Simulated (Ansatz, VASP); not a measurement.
## One calculation of MnO, two programs

```
Mn O
1.0
     4.46700    2.23350    2.23350
     2.23350    4.46700    2.23350
     2.23350    2.23350    4.46700
Mn O
2 2
Direct
  0.00000 0.00000 0.00000
  0.50000 0.50000 0.50000
  0.24720 0.26180 0.25560
  0.76010 0.74210 0.74980
```

Alike in both runs: task relaxation of the atoms; functional PBE; k mesh 3 × 3 × 3; occupations fermi-dirac, width 0.1 eV; collinear spin; Hubbard terms Mn d U = 6.0 eV.

|  | VASP | Ansatz |
| --- | --- | --- |
| version | VASP 6.6.1 | Ansatz development build ahead of 0.2.0 |
| potentials or method | VASP PAW PBE potentials, release 64 (Mn_pv, O) | plane waves, scalar-relativistic |
| plane-wave cutoff (eV) | 520 | 1306 |

|  | VASP | Ansatz | Ansatz less VASP |
| --- | --- | --- | --- |
| net moment per atom (μB) | 0.00 | 0.00 | 0.000 |
| size of the moment on the site where the two differ most (μB) | 4.64 | 4.30 | -0.345 |

Site moments also hang on the region over which each program counts them. The programs project onto different local orbitals, so the same U acts differently, and such runs can settle in different states.

The k mesh is coarse, so the values compare programs but aren't converged.
